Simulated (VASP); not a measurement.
# WC (P-6m2) in VASP: a series of runs, part 2 of 3

VASP 6.6.1. The steps go on from the part before.

### Step 4. Single point, PBE (zz strain of +1 %)

INCAR

```
SYSTEM = WC
PREC     = Accurate       ! precision mode
ENCUT    = 520            ! plane-wave cutoff, eV
EDIFF    = 1E-7           ! SCF threshold, eV
ISMEAR   = -1             ! smearing method
SIGMA    = 0.05           ! smearing width, eV
LREAL    = .FALSE.        ! projectors in reciprocal space
LASPH    = .TRUE.         ! aspherical terms in the spheres
NELM     = 80             ! most SCF steps
ALGO     = Normal         ! electronic algorithm
ISIF     = 2              ! what is computed and relaxed
LWAVE    = .FALSE.        ! write WAVECAR
LCHARG   = .FALSE.        ! write CHGCAR
GGA      = PE             ! functional
NBANDS   = 16             ! bands
```

KPOINTS

```
regular mesh
0
G
  13 13 12
  0 0 0
```

POSCAR

```
WC
1.0
    2.9005014360      0.0000000000      0.0000000000
   -1.4502507180      2.5119079273      0.0000000000
    0.0000000000      0.0000000000      2.8572900000
W C
1 1
Direct
    0.0000000000      0.0000000000      0.0000000000
    0.6666666667      0.3333333333      0.5000000000
```

Potentials or basis: VASP PAW PBE potentials, release 64 (W_sv, C).

The run is started by

```sh
$ cat potpaw_PBE.64/W_sv/POTCAR potpaw_PBE.64/C/POTCAR > POTCAR
$ mpirun -np 1 vasp_std > vasp.out
```

OUTCAR:

```text
SYSTEM = WC
   PREC = Accurate
   ENCUT = 520
   EDIFF = 1E-7
   ISMEAR = -1
   LREAL = .FALSE.
   LASPH = .TRUE.
   NELM = 80
   ISIF = 2
   GGA = PE

 ion  position               nearest neighbor table
   1  0.000  0.000  0.000-   2 2.20   2 2.20   2 2.20   2 2.20   2 2.20   2 2.20
   2  0.667  0.333  0.500-   1 2.20   1 2.20   1 2.20   1 2.20   1 2.20   1 2.20

  LATTYP: Found a hexagonal cell.
 ALAT       =     2.9005014360
 C/A-ratio  =     0.9851020808

  Lattice vectors:

 A1 = (   2.9005014360,   0.0000000000,   0.0000000000)
 A2 = (  -1.4502507180,   2.5119079273,   0.0000000000)
 A3 = (   0.0000000000,   0.0000000000,   2.8572900000)

Analysis of symmetry for initial positions (statically):
=====================================================================
 Subroutine PRICEL returns:
 Original cell was already a primitive cell.

 Routine SETGRP: Setting up the symmetry group for a
 hexagonal supercell.

 Subroutine GETGRP returns: Found 12 space group operations
 (whereof 12 operations were pure point group operations)
 out of a pool of 24 trial point group operations.

The static configuration has the point symmetry D_3h.

Analysis of symmetry for dynamics (positions and initial velocities):
=====================================================================
 Subroutine PRICEL returns:
 Original cell was already a primitive cell.

 Routine SETGRP: Setting up the symmetry group for a
 hexagonal supercell.

 Subroutine GETGRP returns: Found 12 space group operations
 (whereof 12 operations were pure point group operations)
 out of a pool of 24 trial point group operations.

The dynamic configuration has the point symmetry D_3h.

 Subroutine INISYM returns: Found 12 space group operations
 (whereof 12 operations are pure point group operations),
 and found     1 'primitive' translations

----------------------------------------------------------------------------------------

[... 110 lines left out ...]
   IMIX   =      4    mixing-type and parameters
     AMIX     =   0.40;   BMIX     =  1.00
     AMIX_MAG =   1.60;   BMIX_MAG =  1.00
  volume/ion in A,a.u.               =      10.41        70.24
  Fermi-wavevector in a.u.,A,eV,Ry     =   1.559631  2.947276 33.095491  2.432450
  Thomas-Fermi vector in A             =   2.662961
   LORBIT       =      0    0 simple, 1 ext, 2 COOP (PROOUT), +10 PAW based schemes
   GGA     = PE    functional components
   LHFCALC =     F    Hartree Fock is set to
   AEXX    =    0.0000 exact exchange contribution
   IVDW    =     0    specifies the selected vdW correction
   LEPSILON=     F    determine dielectric tensor
   LRPA    =     F    only Hartree local field effects (RPA)
 non-spin polarized calculation
  energy-cutoff  :      520.00
  volume of cell :       20.82
 maximum number of plane-waves:       580
 NGX is ok and might be reduce to    24
   NGX = 11   NGY = 11   NGZ = 11

 number of electron      17.9999999 magnetization

 Free energy of the ion-electron system (eV)
  ---------------------------------------------------
  ext. energy  EPLUGINS =         0.00000000
  ---------------------------------------------------
  free energy    TOTEN  =       -22.44254299 eV

  energy without entropy =      -22.43959951  energy(sigma->0) =      -22.44107125

 E-fermi :  11.0395     XC(G=0): -13.7846

 val. band max:       11.0332680310   @ k =   0.4615   0.0000   0.4167
 cond. band min:      11.0458789205   @ k =   0.0769   0.0769   0.5000
 fundamental gap:      0.0126108895
 Fermi energy:        11.0395180917

 k-point     1 :       0.0000    0.0000    0.0000
  band No.  band energies     occupation
      1     -62.9794      2.00000
      2     -26.9787      2.00000
      3     -26.8468      2.00000
      4     -26.8468      2.00000
      5      -3.3883      2.00000
      6       6.7247      2.00000
[... 433 lines left out ...]
      3     -27.0004      2.00000
      4     -26.8848      2.00000
      5      -2.6363      2.00000
      6       6.5815      2.00000
[... 8 lines left out ...]
     15      24.6158      0.00000
     16      28.9594      0.00000

 [... further k-points ...]

------------------------ aborting loop because EDIFF is reached ----------------------------------------

  FORCE on cell =-STRESS in cart. coord.  units (eV):
  Direction    XX          YY          ZZ          XY          YZ          ZX
  --------------------------------------------------------------------------------------
  -------------------------------------------------------------------------------------
  Total        0.9724197      0.9724197      0.0247999      0.0000000      0.0000000      0.0000000
  in kB       74.8398999     74.8398999      1.9086629      0.0000000      0.0000000      0.0000000
  external PRESSURE =      50.5294876 kB  Pullay stress =       0.0000000 kB

 VOLUME and BASIS-vectors are now :
 -----------------------------------------------------------------------------
  energy-cutoff  :      520.00
  volume of cell :       20.82
      direct lattice vectors                 reciprocal lattice vectors
     2.900501436  0.000000000  0.000000000     0.344767973  0.199051882  0.000000000
    -1.450250718  2.511907927  0.000000000     0.000000000  0.398103764  0.000000000
     0.000000000  0.000000000  2.857290000     0.000000000  0.000000000  0.349981976

 POSITION                                       TOTAL-FORCE (eV/Angst)
 -----------------------------------------------------------------------------------
      0.00000      0.00000      0.00000         0.000000      0.000000      0.000000
      1.45025      0.83730      1.42864        -0.000000     -0.000000      0.000000
 -----------------------------------------------------------------------------------
    total drift:                                0.000000     -0.000000      0.000000

  FREE ENERGIE OF THE ION-ELECTRON SYSTEM (eV)
  ---------------------------------------------------
  free  energy   TOTEN  =       -22.4425429890 eV

  energy  without entropy=      -22.4395995117  energy(sigma->0) =      -22.44107125
```

OSZICAR:

```text
N       E                     dE             d eps       ncg     rms          rms(c)
DAV:   1     0.110327533387E+03    0.11033E+03   -0.93778E+03  4728   0.125E+03
DAV:   2    -0.222076481545E+02   -0.13254E+03   -0.12790E+03  5592   0.336E+02
DAV:   3    -0.254929424693E+02   -0.32853E+01   -0.32715E+01  5240   0.503E+01
DAV:   4    -0.255105739155E+02   -0.17631E-01   -0.17630E-01  6144   0.412E+00
DAV:   5    -0.255107005228E+02   -0.12661E-03   -0.12661E-03  5232   0.337E-01    0.322E+01
DAV:   6    -0.225296195143E+02    0.29811E+01   -0.57840E+00  5704   0.258E+01    0.844E+00
DAV:   7    -0.224708778669E+02    0.58742E-01   -0.43309E-01  4968   0.505E+00    0.621E+00
DAV:   8    -0.224436632251E+02    0.27215E-01   -0.64351E-02  5336   0.220E+00    0.105E+00
DAV:   9    -0.224426086576E+02    0.10546E-02   -0.28007E-03  5240   0.430E-01    0.122E-01
DAV:  10    -0.224425445003E+02    0.64157E-04   -0.30017E-04  5752   0.197E-01    0.552E-02
DAV:  11    -0.224425438021E+02    0.69819E-06   -0.12057E-05  5256   0.324E-02    0.959E-03
DAV:  12    -0.224425430544E+02    0.74769E-06   -0.26198E-06  5400   0.146E-02    0.108E-03
DAV:  13    -0.224425429890E+02    0.65447E-07   -0.10534E-07  4688   0.280E-03
   1 F= -.22442543E+02 E0= -.22441071E+02  d E =-.294348E-02
```

Wall time 24 s (1 thread of Intel Xeon Platinum 8259CL at 2.50GHz (Skylake/Cascade Lake), shared host); peak memory 0.18 GiB.

What came out:

| Property | Result |
| --- | --- |
| Free energy | -22.4425 eV |
| Pressure | 5.1 GPa |
| Band gap on the k mesh | zero (band 9 reaches 11.70 eV, above the bottom of band 10 at 10.44 eV) |

Levels at points of the mesh, in eV from the Fermi level:
| k point | band 5 | band 6 | band 7 | band 8 | band 9 | band 10 | band 11 | band 12 | band 13 | band 14 |
| --- | --- | --- | --- | --- | --- | --- | --- | --- | --- | --- |
| (0.00, 0.00, 0.00) | -14.43 | -4.31 | -3.26 | -3.26 | -0.01 | 3.20 | 3.20 | 5.56 | 5.56 | 6.44 |
| (0.00, 0.00, 0.50) | -10.47 | -8.66 | -1.92 | -1.92 | -0.60 | -0.60 | 3.48 | 4.56 | 4.56 | 9.91 |

Caveat: the cell differs from its parent crystal (zz strain of +1 %); spin-orbit coupling is left out, which moves the levels of the heavy elements.

(Part 2 of 3 ends here.)
